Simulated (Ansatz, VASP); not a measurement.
Si2W: VASP beside Ansatz

INCAR

```
SYSTEM = Si2W
  PREC = Accurate
  ENCUT = 520
  EDIFF = 1E-6
  ISMEAR = 0
  SIGMA = 0.1
  LREAL = .False.
  LASPH = .True.
  NELM = 100
  ALGO = Normal
  ISIF = 2
  LWAVE = .False.
  LCHARG = .True.
  GGA = PS
  LELF = .True.
  LVHAR = .True.
  NBANDS = 31
```

Contents of KPOINTS:

```
regular mesh
0
Gamma
  12 12 6
  0 0 0
```

POSCAR

```
Si2W
1.0
    3.2024995623      0.0000000000      0.0000000000
    0.0000000000      3.2024995623      0.0000000000
    0.0000000000      0.0000000000      7.8157325293
Si W
4 2
Direct
    0.0000000000      0.0000000000      0.3344989446
    0.5000000000      0.5000000000      0.1655010554
    0.5000000000      0.5000000000      0.8344989446
    0.0000000000      0.0000000000      0.6655010554
    0.0000000000      0.0000000000      0.0000000000
    0.5000000000      0.5000000000      0.5000000000
```

Input for Ansatz:

```yaml
crystal:
  lattice:
    - [3.2024995621, 0.0, 0.0]
    - [0.0, 3.2024995621, 0.0]
    - [0.0, 0.0, 7.8157325285]
  atoms:
    - { symbol: Si, position: [0.0, 0.0, 0.3344989451] }
    - { symbol: Si, position: [0.5, 0.5, 0.1655010549] }
    - { symbol: Si, position: [0.5, 0.5, 0.8344989451] }
    - { symbol: Si, position: [0.0, 0.0, 0.6655010549] }
    - { symbol: W, position: [0.0, 0.0, 0.0] }
    - { symbol: W, position: [0.5, 0.5, 0.5] }
basis:
  ecutwfc: 420
kpoints:
  mp_grid: { grid: [12, 12, 6] }
hamiltonian:
  xc: pbesol
scf:
  occupations: { method: gaussian, width: 0.1 }
output:
  forces: true
  stress: true
  eigenvalues: true
```

Alike in both runs: task single point; functional PBEsol; k mesh 12 × 12 × 6; occupations gaussian, width 0.1 eV; no spin polarisation.

```csv
,VASP,Ansatz
version,VASP 6.6.1,Ansatz 0.2.0
potentials or method,"VASP PAW PBE potentials, release 64 (Si, W_sv), cutoff 520 eV","scalar-relativistic, plane waves, PAW"
valence electrons in the cell,44,44
```

```csv
,VASP,Ansatz,Ansatz less VASP
gap on the k mesh at the Fermi level (eV),none,none,-
pressure (GPa),0.3,0.0,-0.30
rms of the force components (eV/Å),0.004,0.001,-0.0024
```

VASP's potentials were made for PBE, not for PBEsol. Atom by atom the forces differ by 0.002 eV/Å (rms over components). A gap of «none» marks a metal or a gap that the smearing closes.

Spin-orbit coupling is off throughout.
